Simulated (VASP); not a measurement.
Write the native input for VASP 6.6.1 that does the following.

```
Task                   : single point
Functional             : PBE
Potentials or basis    : VASP PAW PBE potentials, release 64 (Ti_sv, C)
Cutoff                 : 520 eV
k mesh                 : 16 × 16 × 16
Occupations            : fermi-dirac, width 0.03 eV
Spin                   : no spin polarisation
Dipole correction      : no
Further INCAR settings : ALGO = Normal; EDIFF = 1e-06; NBANDS = 15
```

The structure of TiC lies in POSCAR:

```
TiC
1.0
    0.0000000000      2.1640000000      2.1640000000
    2.1640000000      0.0000000000      2.1640000000
    2.1640000000      2.1640000000      0.0000000000
Ti C
1 1
Direct
    0.0000000000      0.0000000000      0.0000000000
    0.5000000000      0.5000000000      0.5000000000
```

These files were run (other wordings do the same):

INCAR

```
PREC = Accurate ; ENCUT = 520
EDIFF = 1E-6 ; ISMEAR = -1
SIGMA = 0.03 ; LREAL = False
LASPH = True ; NELM = 100
ALGO = Normal ; ISIF = 2
LWAVE = False ; LCHARG = False
GGA = PE ; NBANDS = 15
```

KPOINTS

```
regular mesh
0
Gamma
  16 16 16
```

Potentials or basis: VASP PAW PBE potentials, release 64 (Ti_sv, C).

Run with:

```sh
$ cat potpaw_PBE.64/Ti_sv/POTCAR potpaw_PBE.64/C/POTCAR > POTCAR
$ mpirun -np 1 vasp_std > vasp.out
```

It gave:

* Pressure: 1.1 GPa
* Band gap on the k mesh: zero (band 8 reaches 10.14 eV, above the bottom of band 9 at 9.04 eV)

Run time: 25 s on 1 thread of Intel(R) Xeon(R) Platinum 8259CL CPU @ 2.50GHz (Skylake/Cascade Lake), with other jobs on the host, peak memory 0.17 GiB.
